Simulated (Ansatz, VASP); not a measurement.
**Two plane-wave programs on V**

```
V
1.0
     2.55827    0.00000    0.00000
     0.00000    2.55827    0.00000
     0.00000    0.00000    2.55827
V
1
Cartesian
  0.0000 0.0000 0.0000
```

Alike in both runs: task single point; functional revPBE; k mesh 14 × 14 × 14; occupations fermi-dirac, width 0.1 eV; no spin polarisation.

```csv
,VASP,Ansatz
version,VASP 6.6.1,Ansatz 0.2.0
potentials or method,"VASP PAW PBE potentials, release 64 (V_sv), cutoff 520 eV","plane waves (420 eV) with PAW, scalar-relativistic"
valence electrons in the cell,13,13
```

Ansatz gave:

- pressure (GPa): -11.3

Question: What did VASP give for the same quantities?

Answer: Pressure (GPa): -11.1.

VASP's potentials were made for PBE, not for revPBE.
